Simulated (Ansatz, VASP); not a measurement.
## One calculation of RuF2, two programs

The input POSCAR:

```
RuF2
1.0
    1.4766179400      0.8525257600      4.4643721500
   -1.4766179400      0.8525257600      4.4643721500
    0.0000000000     -1.7050515300      4.4643721500
Ru F
1 2
Direct
    0.0000000000      0.0000000000      0.0000000000
    0.2520000000      0.2520000000      0.2520000000
    0.7480000000      0.7480000000      0.7480000000
```

File INCAR.step1:

```
PREC     = Accurate       # precision mode
ENCUT    = 520            # plane-wave cutoff, eV
ISMEAR   = 0              # smearing method
SIGMA    = 0.05           # smearing width, eV
LREAL    = False          # projectors in reciprocal space
LASPH    = True           # aspherical terms in the spheres
NELM     = 150            # most SCF steps
ISPIN    = 2              # spin polarisation
MAGMOM   = 1 0 0          # initial moments
LMAXMIX  = 4              # l up to which the mixer works
LDAU     = True           # DFT+U
LDAUTYPE = 2            
LDAUL    = 2 -1           # shell
LDAUU    = 4 0            # U, eV
LDAUJ    = 0 0          
NBANDS   = 25             # bands
GGA      = PE             # functional
ALGO     = Normal         # electronic algorithm
EDIFF    = 1E-4           # SCF threshold, eV
LWAVE    = True           # write WAVECAR
LCHARG   = False          # write CHGCAR
```

INCAR.step2

```
PREC     = Accurate       # precision mode
ENCUT    = 520            # plane-wave cutoff, eV
EDIFF    = 1E-7           # SCF threshold, eV
ISMEAR   = 0              # smearing method
SIGMA    = 0.05           # smearing width, eV
LREAL    = False          # projectors in reciprocal space
LASPH    = True           # aspherical terms in the spheres
NELM     = 150            # most SCF steps
ALGO     = Normal         # electronic algorithm
ISIF     = 2              # what is computed and relaxed
LWAVE    = False          # write WAVECAR
LCHARG   = True           # write CHGCAR
ISPIN    = 2              # spin polarisation
MAGMOM   = 1 0 0          # initial moments
LORBIT   = 11             # projections on sites
LMAXMIX  = 4              # l up to which the mixer works
LDAU     = True           # DFT+U
LDAUTYPE = 2            
LDAUL    = 2 -1           # shell
LDAUU    = 4 0            # U, eV
LDAUJ    = 0 0          
LDAUPRINT= 1            
METAGGA  = R2SCAN         # meta-GGA
LMIXTAU  = True         
LELF     = True           # ELF
LVHAR    = True         
NBANDS   = 25             # bands
ISTART   = 1
```

The input KPOINTS:

```
Automatic mesh
0
Gamma
  7 7 7
```

The input input.yaml:

```yaml
crystal:
  lattice:
    - [1.47661794, 0.85252576, 4.46437215]
    - [-1.47661794, 0.85252576, 4.46437215]
    - [0.0, -1.70505153, 4.46437215]
  atoms:
    - { symbol: Ru, position: [0.0, 0.0, 0.0], spin: 1.0 }
    - { symbol: F, position: [0.252, 0.252, 0.252] }
    - { symbol: F, position: [0.748, 0.748, 0.748] }
hamiltonian:
  xc: r2scan
  pseudopotentials: { kind: paw }
  hubbard: { sites: [{ species: Ru, l: d, u_eff: 4.0 }] }
magnetization:
  spin_polarized: true
kpoints:
  mp_grid: { grid: [7, 7, 7] }
scf:
  occupations: { method: gaussian, width: 0.05 }
output:
  forces: true
  stress: true
  eigenvalues: true
```

Alike in both runs: task single point; functional r2SCAN; k mesh 7 × 7 × 7; occupations gaussian, width 0.05 eV; collinear spin; Hubbard terms Ru d U = 4.0 eV.

|  | VASP | Ansatz |
| --- | --- | --- |
| version | VASP 6.6.1 | Ansatz 0.2.0 |
| potentials or method | VASP PAW PBE potentials, release 64 (Ru_pv, F) | Ansatz PAW |
| plane-wave cutoff (eV) | 520 | 500 |
| valence electrons in the cell | 28 | 30 |

Ansatz gave:

| Item | Value |
| --- | --- |
| gap on the k mesh at the Fermi level (eV) | 4.39 |
| least direct gap on the mesh (eV) | 4.58 |
| rms of the force components (eV/Å) | 0.789 |
| net moment per atom (μB) | 0.00 |

Which values does VASP return?

gap on the k mesh at the Fermi level (eV): 3.95; least direct gap on the mesh (eV): 4.27; rms of the force components (eV/Å): 0.925; net moment per atom (μB): 0.00.

VASP's potentials were made for PBE, not for r2SCAN. The programs project onto different local orbitals, so the same U acts differently, and such runs can settle in different states. Atom by atom the forces differ by 0.136 eV/Å (rms over components). VASP's potentials hold 28 valence electrons a cell and Ansatz's 30, so a difference there can come from the potentials and not from the codes.

Noted on Ansatz's run: the magnetic or orbital state may not be the lowest; odd divisions of the mesh miss points on the zone boundary, where band edges often lie, so the gap on the mesh can be too wide.
